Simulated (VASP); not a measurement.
Set up this calculation in VASP 6.6.1, as the native input.

| Quantity | Value |
| --- | --- |
| Task | single point |
| Functional | r2SCAN |
| Potentials or basis | VASP PAW PBE potentials, release 64 (Mg, S) |
| Cutoff | 520 eV |
| k mesh | 8 × 8 × 8 |
| Occupations | gaussian, width 0.05 eV |
| Spin | no spin polarisation |
| Dipole correction | no |
| Further INCAR settings | ALGO = Normal; EDIFF = 1e-06; NBANDS = 11 |

MgS:

```
CELL_PARAMETERS angstrom
0.00000 2.60165 2.60165
2.60165 0.00000 2.60165
2.60165 2.60165 0.00000
ATOMIC_POSITIONS crystal
Mg 0.00000 0.00000 0.00340
S 0.50000 0.50000 0.50000
```

This cell differs from its parent crystal: all Mg atoms moved +0.013 Å, as atom 1 along Cartesian [1 1 0].

One way to write it, as run:

POSCAR

```
MgS
1.0
    0.0000000000      2.6016500000      2.6016500000
    2.6016500000      0.0000000000      2.6016500000
    2.6016500000      2.6016500000      0.0000000000
Mg S
1 1
Direct
    0.0000000000      0.0000000000      0.0033973958
    0.5000000000      0.5000000000      0.5000000000
```

INCAR.step1

```
ALGO = Normal ; EDIFF = 1E-4
ENCUT = 520 ; GGA = PE
ISMEAR = 0 ; LASPH = True
LCHARG = False ; LREAL = False
LWAVE = True ; NBANDS = 11
NELM = 60 ; PREC = Accurate
SIGMA = 0.05
```

INCAR.step2

```
ALGO = Normal ; EDIFF = 1E-6
ENCUT = 520 ; ISIF = 2
ISMEAR = 0 ; ISTART = 1
LASPH = True ; LCHARG = False
LMIXTAU = True ; LREAL = False
LWAVE = False ; METAGGA = R2SCAN
NBANDS = 11 ; NELM = 60
PREC = Accurate ; SIGMA = 0.05
```

KPOINTS

```
k-points
0
Gamma
  8 8 8
```

Potentials or basis: VASP PAW PBE potentials, release 64 (Mg, S).

Command:

```bash
$ cat potpaw_PBE.64/Mg/POTCAR potpaw_PBE.64/S/POTCAR > POTCAR
$ cp INCAR.step1 INCAR
$ mpirun -np 1 vasp_std > vasp.out
$ cp INCAR.step2 INCAR
$ mpirun -np 1 vasp_std > vasp.out
```

It gave:

The pressure is -0.5 GPa, the largest force is 0.035 eV/Å and the band gap on the k mesh is 3.43 eV, indirect (least direct gap 4.61 eV).

Caveat: the cell differs from its parent crystal (all Mg atoms moved +0.013 Å, as atom 1 along Cartesian [1 1 0]); the PAW data sets were made with another functional, which shifts forces and pressure a little.

It took 63 s on 1 thread of Intel(R) Xeon(R) 6975P-C (Granite Rapids), with other jobs on the host, peak memory 0.19 GiB.
